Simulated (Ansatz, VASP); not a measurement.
**SiNi3: VASP beside Ansatz**

Contents of INCAR:

```
PREC = Accurate
ENCUT = 590
EDIFF = 1E-6
ISMEAR = -1
SIGMA = 0.05
LREAL = False
LASPH = True
NELM = 200
ALGO = Normal
ISIF = 2
LWAVE = False
LCHARG = True
ISPIN = 2
MAGMOM = 1 1 1 0
LORBIT = 11
LMAXMIX = 4
GGA = RP
LELF = True
LVHAR = True
NBANDS = 41
GGA_COMPAT = False
```

KPOINTS

```
regular mesh
0
Gamma
  4 4 4
```

File POSCAR:

```
SiNi3
1.0
    3.5420000000      0.0000000000      0.0000000000
    0.0000000000      3.5420000000      0.0000000000
    0.0000000000      0.0000000000      3.5420000000
Ni Si
3 1
Direct
    0.5000000000      0.5000000000      0.0000000000
    0.5000000000      0.0000000000      0.5000000000
    0.0000000000      0.5000000000      0.5000000000
    0.0000000000      0.0000000000      0.0000000000
```

The input input.yaml:

```yaml
crystal:
  lattice:
    - [3.542, 0.0, 0.0]
    - [0.0, 3.542, 0.0]
    - [0.0, 0.0, 3.542]
  atoms:
    - { symbol: Ni, position: [0.5, 0.5, 0.0], spin: 1.0 }
    - { symbol: Ni, position: [0.5, 0.0, 0.5], spin: 1.0 }
    - { symbol: Ni, position: [0.0, 0.5, 0.5], spin: 1.0 }
    - { symbol: Si, position: [0.0, 0.0, 0.0] }
hamiltonian:
  xc: rpbe
  pseudopotentials: { kind: paw }
magnetization:
  spin_polarized: true
kpoints:
  mp_grid: { grid: [4, 4, 4] }
  band_path:
    path:
      - [[0.0, 0.0, 0.0], [0.0, 0.5, 0.0], [0.5, 0.5, 0.0], [0.0, 0.0, 0.0], [0.5, 0.5, 0.5], [0.0, 0.5, 0.0]]
      - [[0.5, 0.5, 0.0], [0.5, 0.5, 0.5]]
    npoints: 14
scf:
  occupations: { method: fermi_dirac, width: 0.05 }
  n_extra_bands: 10
output:
  forces: true
  stress: true
  eigenvalues: true
  fatbands: false
```

Alike in both runs: functional RPBE; k mesh 4 × 4 × 4; occupations fermi-dirac, width 0.05 eV; collinear spin.

|  | VASP | Ansatz |
| --- | --- | --- |
| version | VASP 6.6.1 | Ansatz 0.2.0 |
| potentials or method | VASP PAW PBE potentials, release 64 (Ni_sv_GW, Si) | Ansatz PAW |
| plane-wave cutoff (eV) | 590 | 420 |
| valence electrons in the cell | 58 | 58 |
| task | single point | band structure |

|  | VASP | Ansatz | Ansatz less VASP |
| --- | --- | --- | --- |
| gap on the k mesh at the Fermi level (eV) | none | none | - |
| pressure (GPa) | -4.5 | -1.3 | +3.23 |
| net moment per atom (μB) | 0.00 | 0.00 | 0.000 |

VASP's potentials were made for PBE, not for RPBE. A gap of «none» marks a metal or a gap that the smearing closes.

The k mesh is coarse, so the values compare programs but aren't converged.
